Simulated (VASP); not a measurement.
# Se (P3_121) in VASP: a series of runs

Runs on Se. Level: PBE+D3(BJ). Tasks: relaxation of cell and atoms, single point.

Everything below comes from runs of VASP 6.6.1. Logs are shortened: lines on timing, memory, paths and dates and some standing lists are left out, and cuts for length are marked.

### Step 1. The cell of the first run

Symmetry: P3_121, No. 152, trigonal system. Conventional cell: a = 4.366 Å, b = 4.366 Å, c = 4.954 Å, α = 90.00°, β = 90.00°, γ = 120.00°. Within 3.1 Å of Se (site symmetry 2) lie 2 Se at 2.37 Å.

### Step 2. Relaxation of cell and atoms, PBE+D3(BJ)

File INCAR:

```
PREC = Accurate ; ENCUT = 600
EDIFF = 1E-6 ; ISMEAR = 0
SIGMA = 0.02 ; LREAL = F
LASPH = T ; NELM = 100
ALGO = Normal ; ISIF = 3
LWAVE = F ; LCHARG = F
GGA = PE ; IVDW = 12
IBRION = 2 ; NSW = 100
EDIFFG = -0.005
```

File KPOINTS:

```
Automatic mesh
0
Gamma
  6 6 6
```

File POSCAR:

```
Se
1.0
    4.3661999489      0.0000000000      0.0000000000
   -2.1830999745      3.7812400738      0.0000000000
    0.0000000000      0.0000000000      4.9536000000
Se
3
Direct
    0.2254000000      0.0000000000      0.3333333333
    0.0000000000      0.2254000000      0.6666666667
    0.7746000000      0.7746000000      0.0000000000
```

Potentials or basis: VASP PAW PBE potentials, release 64 (Se).

Command:

```
$ cat potpaw_PBE.64/Se/POTCAR > POTCAR
$ mpirun -np 1 vasp_std > vasp.out
```

OUTCAR:

```text
PREC = Accurate
   ENCUT = 600
   EDIFF = 1E-6
   ISMEAR = 0
   LREAL = F
   LASPH = T
   NELM = 100
   ISIF = 3
   GGA = PE
   IVDW = 12
   IBRION = 2
   NSW = 100
   EDIFFG = -0.005
 IVDW          = 12

 ion  position               nearest neighbor table
   1  0.225  0.000  0.333-   3 2.37   2 2.37
   2  0.000  0.225  0.667-   3 2.37   1 2.37
   3  0.775  0.775  0.000-   1 2.37   2 2.37

  LATTYP: Found a hexagonal cell.
 ALAT       =     4.3661999489
 C/A-ratio  =     1.1345334749

  Lattice vectors:

 A1 = (   4.3661999489,   0.0000000000,   0.0000000000)
 A2 = (  -2.1830999745,   3.7812400738,   0.0000000000)
 A3 = (   0.0000000000,   0.0000000000,   4.9536000000)

Analysis of symmetry for initial positions (statically):
=====================================================================
 Subroutine PRICEL returns:
 Original cell was already a primitive cell.

 Routine SETGRP: Setting up the symmetry group for a
 hexagonal supercell.

 Subroutine GETGRP returns: Found  6 space group operations
 (whereof  2 operations were pure point group operations)
 out of a pool of 24 trial point group operations.

The static configuration has the point symmetry C_2 .
 The point group associated with its full space group is D_3 .

Analysis of symmetry for dynamics (positions and initial velocities):
=====================================================================
 Subroutine PRICEL returns:
 Original cell was already a primitive cell.

 Routine SETGRP: Setting up the symmetry group for a
 hexagonal supercell.

 Subroutine GETGRP returns: Found  6 space group operations
 (whereof  2 operations were pure point group operations)
 out of a pool of 24 trial point group operations.

The dynamic configuration has the point symmetry C_2 .
 The point group associated with its full space group is D_3 .

 Subroutine INISYM returns: Found  6 space group operations
 (whereof  2 operations are pure point group operations),
 and found     1 'primitive' translations

----------------------------------------------------------------------------------------

                                     Primitive cell

  volume of cell :      81.7822

  direct lattice vectors                    reciprocal lattice vectors
     4.366199949  0.000000000  0.000000000     0.229032113  0.132231752  0.000000000
    -2.183099975  3.781240074  0.000000000     0.000000000  0.264463504  0.000000000
     0.000000000  0.000000000  4.953600000     0.000000000  0.000000000  0.201873385

  length of vectors
     4.366199949  4.366199949  4.953600000     0.264463504  0.264463504  0.201873385

  position of ions in fractional coordinates (direct lattice)
[... 92 lines left out ...]
   NELECT =      18.0000    total number of electrons
   NUPDOWN=      -1.0000    fix difference up-down
   EMIN   =  10.00;   EMAX   =-10.00  energy-range for DOS
   EFERMI =   0.00;   METHOD = LEGACY
   ISMEAR =     0;   SIGMA  =   0.02  broadening in eV -4-tet -1-fermi 0-gaus
   EFERMI_NEDOS =   21; number of points for ismear=-14 and -15
   IALGO  =     38    algorithm
   IMIX   =      4    mixing-type and parameters
     AMIX     =   0.40;   BMIX     =  1.00
     AMIX_MAG =   1.60;   BMIX_MAG =  1.00
  volume/ion in A,a.u.               =      27.26       183.96
  Fermi-wavevector in a.u.,A,eV,Ry     =   0.988430  1.867862 13.292817  0.976995
  Thomas-Fermi vector in A             =   2.119956
   LORBIT       =      0    0 simple, 1 ext, 2 COOP (PROOUT), +10 PAW based schemes
   GGA     = PE    functional components
   LHFCALC =     F    Hartree Fock is set to
   AEXX    =    0.0000 exact exchange contribution
   IVDW    =    12    specifies the selected vdW correction
   LEPSILON=     F    determine dielectric tensor
   LRPA    =     F    only Hartree local field effects (RPA)
 conjugate gradient relaxation of ions
 non-spin polarized calculation
 Gauss-broadening in eV      SIGMA  =   0.02
  energy-cutoff  :      600.00
  volume of cell :       81.78
 maximum number of plane-waves:      2756
 NGX is ok and might be reduce to    36
   NGX = 17   NGY = 17   NGZ = 19

--------------------------------------- Ionic step        1  -------------------------------------------

 number of electron      18.0000000 magnetization

 Free energy of the ion-electron system (eV)
  ---------------------------------------------------
  ext. energy  EPLUGINS =         0.00000000
  ---------------------------------------------------
  free energy    TOTEN  =       -10.46960929 eV

  energy without entropy =      -10.46960929  energy(sigma->0) =      -10.46960929

------------------------ aborting loop because EDIFF is reached ----------------------------------------

 Edisp (eV)   -0.94632

 E8    (eV) :    -0.3892
[... 108 lines left out ...]
  FREE ENERGIE OF THE ION-ELECTRON SYSTEM (eV)
  ---------------------------------------------------
  free  energy   TOTEN  =       -11.4312003962 eV

  energy  without entropy=      -11.4312003962  energy(sigma->0) =      -11.43120040

[... ionic steps 4 to 12 ...]

--------------------------------------- Ionic step       13  -------------------------------------------

 number of electron      17.9999999 magnetization

------------------------ aborting loop because EDIFF is reached ----------------------------------------
[... 77 lines left out ...]
--------------------------------------- Ionic step       15  -------------------------------------------

 number of electron      17.9999999 magnetization

 Free energy of the ion-electron system (eV)
  ---------------------------------------------------
  ext. energy  EPLUGINS =         0.00000000
  ---------------------------------------------------
  free energy    TOTEN  =       -10.42253293 eV

  energy without entropy =      -10.42253293  energy(sigma->0) =      -10.42253293

 E-fermi :   3.7973     XC(G=0):  -9.4326

 val. band max:        3.6721098062   @ k =   0.3333   0.3333   0.5000
 cond. band min:       4.1933654640   @ k =   0.3333   0.3333   0.5000
 fundamental gap:      0.5212556578
 Fermi energy:         3.7973095948

 k-point     1 :       0.0000    0.0000    0.0000
  band No.  band energies     occupation
      1     -12.2668      2.00000
      2      -8.2317      2.00000
      3      -8.2317      2.00000
      4       0.0478      2.00000
      5       0.2461      2.00000
      6       0.2461      2.00000
      7       1.8169      2.00000
      8       1.8169      2.00000
      9       3.1497      2.00000
     10       5.1438      0.00000
     11       5.1438      0.00000
     12       5.7360      0.00000
     13      10.0937      0.00000
[... 354 lines left out ...]
  band No.  band energies     occupation
      1     -11.3162      2.00000
      2     -10.0429      2.00000
      3      -6.9992      2.00000
      4      -1.6053      2.00000
      5      -0.9498      2.00000
      6       0.0237      2.00000
      7       1.1032      2.00000
      8       2.4837      2.00000
      9       2.9620      2.00000
     10       4.9918      0.00000
     11       5.7908      0.00000
     12       6.5148      0.00000
     13       9.6118      0.00000

 [... further k-points ...]

------------------------ aborting loop because EDIFF is reached ----------------------------------------

 Edisp (eV)   -1.06842

 E8    (eV) :    -0.4414
[... 26 lines left out ...]
  FREE ENERGIE OF THE ION-ELECTRON SYSTEM (eV)
  ---------------------------------------------------
  free  energy   TOTEN  =       -11.4909479863 eV

  energy  without entropy=      -11.4909479863  energy(sigma->0) =      -11.49094799

 reached required accuracy - stopping structural energy minimisation
```

OSZICAR:

```text
N       E                     dE             d eps       ncg     rms          rms(c)
DAV:   1     0.975922740223E+02    0.97592E+02   -0.79315E+03   884   0.129E+03
DAV:   2    -0.337453372441E+01   -0.10097E+03   -0.96995E+02  1211   0.183E+02
DAV:   3    -0.104696410993E+02   -0.70951E+01   -0.70478E+01  1069   0.571E+01
DAV:   4    -0.105477820475E+02   -0.78141E-01   -0.78042E-01  1014   0.692E+00
[... 111 lines left out ...]
       N       E                     dE             d eps       ncg     rms          rms(c)
DAV:   1    -0.104225320502E+02   -0.29441E-03   -0.10322E-03   884   0.200E-01    0.199E-02
DAV:   2    -0.104225349319E+02   -0.28817E-05   -0.50456E-05   994   0.476E-02    0.783E-03
DAV:   3    -0.104225334708E+02    0.14611E-05   -0.11681E-06   597   0.807E-03    0.351E-03
DAV:   4    -0.104225329338E+02    0.53694E-06   -0.82266E-07   442   0.617E-03
  15 F= -.11490948E+02 E0= -.11490948E+02  d E =-.175744E-04
```

Wall time 6.7 min (1 thread of Oxide Virtual Turin-like, shared host); peak memory 0.21 GiB.

Results:

* Free energy: -11.4909 eV
* Relaxed volume: 24.50 Å³/atom
* Relaxed cell: a = 4.067 Å, b = 4.067 Å, c = 5.131 Å, α = 90.00°, β = 90.00°, γ = 120.00°
* Space group after relaxing (to 0.05 Å): P3_121 (No. 152)
* Energy gained by relaxing: 25.0 meV/atom
* Ionic steps: 15
* Pressure after relaxing: 0.0 GPa
* Band gap on the k mesh: 0.52 eV, direct
* Dispersion energy per atom: -0.356 eV

Forces on the atoms (eV/Å):
```
Se   0.003  0.000  0.000
Se  -0.001  0.002  0.000
Se  -0.001 -0.002  0.000
```

The path:
```csv
step,energy change (eV),largest force (eV/Å),pressure (GPa),volume (Å³)
1,0.0000,0.4475,0.86,81.78
2,-0.0110,0.0988,-1.80,83.52
3,-0.0153,0.0797,-0.91,82.90
4,-0.0277,0.0822,-0.81,81.62
5,-0.0576,0.1041,-0.28,77.82
6,-0.0595,0.1874,2.11,70.40
7,-0.0706,0.1565,0.73,74.09
8,-0.0736,0.0724,-0.60,74.00
9,-0.0748,0.0022,-0.15,74.04
10,-0.0748,0.0003,-0.17,74.04
11,-0.0750,0.0049,-0.10,73.72
12,-0.0750,0.0087,-0.03,73.39
13,-0.0750,0.0064,-0.06,73.53
14,-0.0750,0.0096,0.06,73.48
15,-0.0750,0.0028,0.01,73.50
```

Final structure:
```yaml
crystal:
  lattice:
    - [4.06712, 0.00000, 0.00000]
    - [-2.03356, 3.52223, 0.00000]
    - [0.00000, 0.00000, 5.13090]
  atoms:
    - { symbol: Se, position: [0.24769, 0.00000, 0.33333] }
    - { symbol: Se, position: [0.00000, 0.24769, 0.66667] }
    - { symbol: Se, position: [0.75231, 0.75231, 0.00000] }
```

Caveat: the volume moved by -10 % from the deposited cell, more than functionals usually miss. PBE gaps usually lie below the measured ones, often by a third to a half.

### Step 3. Single point, PBE+D3(BJ)

This run uses another cell than the first one, of 24.47 Å³/atom, 0.898 times its volume.

File INCAR:

```
SYSTEM = Se
PREC = Accurate
ENCUT = 520
EDIFF = 1E-6
ISMEAR = 0
SIGMA = 0.02
LREAL = .False.
LASPH = .True.
NELM = 80
ALGO = Normal
ISIF = 2
LWAVE = .False.
LCHARG = .False.
GGA = PE
IVDW = 12
NBANDS = 16
```

File KPOINTS:

```
regular mesh
0
Gamma
  12 12 8
  0 0 0
```

File POSCAR:

```
Se
1.0
    4.0662414390      0.0000000000      0.0000000000
   -2.0331207195      3.5214683841      0.0000000000
    0.0000000000      0.0000000000      5.1274762877
Se
3
Direct
    0.2475669261      0.0000000000      0.3333333333
    0.0000000000      0.2475669261      0.6666666667
    0.7524330739      0.7524330739      0.0000000000
```

Potentials or basis: VASP PAW PBE potentials, release 64 (Se).

Command:

```
$ cat potpaw_PBE.64/Se/POTCAR > POTCAR
$ mpirun -np 1 vasp_std > vasp.out
```

Wall time 2.7 min (1 thread of Oxide Virtual Turin-like, shared host); peak memory 0.24 GiB.

Results (log left out):

| Property | Result |
| --- | --- |
| Free energy | -11.4922 eV |
| Pressure | 0.1 GPa |
| Largest force | 0.016 eV/Å |
| Band gap on the k mesh | 0.51 eV, indirect (least direct gap 0.53 eV) |
| Dispersion energy per atom | -0.357 eV |

Forces on the atoms (eV/Å):
```
Se   0.016  0.000  0.000
Se  -0.008  0.014  0.000
Se  -0.008 -0.014  0.000
```

Stress tensor (GPa, compression positive):
```
0.07 0.00 0.00
0.00 0.07 0.00
0.00 0.00 0.17
```

Levels at points of the mesh, in eV from the valence-band top:
| k point | band 7 | band 8 | band 9 | band 10 | band 11 | band 12 |
| --- | --- | --- | --- | --- | --- | --- |
| (0.00, 0.00, 0.00) | -1.88 | -1.88 | -0.54 | 1.46 | 1.46 | 2.05 |
| (0.50, 0.00, 0.00) | -3.54 | -1.47 | -0.98 | 1.47 | 1.72 | 4.25 |
| (0.00, 0.00, 0.50) | -1.39 | -1.36 | -1.36 | 0.93 | 0.95 | 0.95 |
| (0.50, 0.00, 0.50) | -2.41 | -1.93 | -0.08 | 1.32 | 2.50 | 2.95 |

A k mesh can miss the band edges. Expect the measured gap to be larger: semilocal functionals such as PBE lack the derivative discontinuity.

[end of part 1 of 2]
